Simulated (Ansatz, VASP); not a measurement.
**Ru2C in VASP and in Ansatz**

```
Ru C
1.0
     0.00000    3.50205    3.50205
     3.50205    0.00000    3.50205
     3.50205    3.50205    0.00000
Ru C
4 2
Direct
  0.12500 0.12500 0.12500
  0.62500 0.12500 0.12500
  0.12500 0.12500 0.62500
  0.12500 0.62500 0.12500
  0.50000 0.50000 0.50000
  0.75000 0.75000 0.75000
```

Change from the starting cell: species swapped into the LaRu2 type (Fd-3m, No. 227).

Alike in both runs: functional PBE; k mesh 10 × 10 × 10; occupations gaussian, width 0.1 eV; collinear spin.

Ansatz relaxed the structure, and its values are those at the end. VASP's run is a single point on that final structure, the one shown.

|  | VASP | Ansatz |
| --- | --- | --- |
| version | VASP 6.6.1 | Ansatz 0.2.0 |
| potentials or method | VASP PAW PBE potentials, release 64 (Ru_pv, C), cutoff 520 eV | scalar-relativistic, plane waves, PAW |
| valence electrons in the cell | 64 | 72 |

|  | VASP | Ansatz | Ansatz less VASP |
| --- | --- | --- | --- |
| gap on the k mesh at the Fermi level (eV) | none | none | - |
| pressure (GPa) | 0.1 | 0.0 | -0.12 |
| net moment per atom (μB) | 0.40 | 0.40 | +0.003 |
| size of the moment on the site where the two differ most (μB) | 0.61 | 0.57 | -0.042 |

Site moments also hang on the region over which each program counts them. A gap of «none» marks a metal or a gap that the smearing closes. VASP's potentials hold 64 valence electrons a cell and Ansatz's 72, so a difference there can come from the potentials and not from the codes.
